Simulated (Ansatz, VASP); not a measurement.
Sb: VASP beside Ansatz

The input INCAR:

```
SYSTEM = Sb
ALGO     = Normal         ! electronic algorithm
EDIFF    = 1E-6           ! SCF threshold, eV
ENCUT    = 520            ! plane-wave cutoff, eV
GGA      = PE             ! functional
ISIF     = 2              ! what is computed and relaxed
ISMEAR   = -1             ! smearing method
LASPH    = .True.         ! aspherical terms in the spheres
LCHARG   = .False.        ! write CHGCAR
LREAL    = .False.        ! projectors in reciprocal space
LWAVE    = .False.        ! write WAVECAR
NBANDS   = 12             ! bands
NELM     = 80             ! most SCF steps
PREC     = Accurate       ! precision mode
SIGMA    = 0.05           ! smearing width, eV
```

The input KPOINTS:

```
k-points
0
Gamma
  12 12 7
  0 0 0
```

POSCAR

```
Sb
1.0
    3.3690001795      0.0000000000      0.0000000000
   -1.6845000898      2.9176397408      0.0000000000
    0.0000000000      0.0000000000      5.3300000000
Sb
2
Direct
    0.3333333333      0.6666666667      0.2500000000
    0.6666666667      0.3333333333      0.7500000000
```

Input for Ansatz:

```yaml
crystal:
  lattice:
    - [3.3690001795, 0.0, 0.0]
    - [-1.6845000898, 2.9176397408, 0.0]
    - [0.0, 0.0, 5.33]
  atoms:
    - { symbol: Sb, position: [0.3333333333, 0.6666666667, 0.25] }
    - { symbol: Sb, position: [0.6666666667, 0.3333333333, 0.75] }
kpoints:
  mp_grid: { grid: [12, 12, 7] }
  band_path:
    path:
      - [0.0, 0.0, 0.0]
      - [0.5, 0.0, 0.0]
      - [0.3333333333, 0.3333333333, 0.0]
      - [0.0, 0.0, 0.0]
      - [0.0, 0.0, 0.5]
      - [0.5, 0.0, 0.5]
      - [0.3333333333, 0.3333333333, 0.5]
      - [0.0, 0.0, 0.5]
      - [0.5, 0.0, 0.5]
    npoints: 5
scf:
  occupations: { method: fermi_dirac, width: 0.05 }
hamiltonian:
  xc: pbe
  pseudopotentials:
    kind: all_electron
    lapw: { basis_error: 0.0005 }
    relativity: none
output:
  forces: true
  stress: true
  eigenvalues: true
```

Alike in both runs: task single point; functional PBE; k mesh 12 × 12 × 7; occupations fermi-dirac, width 0.05 eV; no spin polarisation.

```csv
,VASP,Ansatz
version,VASP 6.6.1,Ansatz 0.2.0
potentials or method,"VASP PAW PBE potentials, release 64 (Sb), cutoff 520 eV","all-electron LAPW, non-relativistic"
```

VASP gave:

```
pressure (GPa)                                                : 2.9
traceless stress, the component that is largest in VASP (GPa) : -0.75
```

Q: Estimate Ansatz's values.

A: Pressure (GPa): 3.1; traceless stress, the component that is largest in VASP (GPa): -0.74.

Ansatz ran all-electron here, and VASP with PAW potentials.

Neither program's run includes spin-orbit coupling.
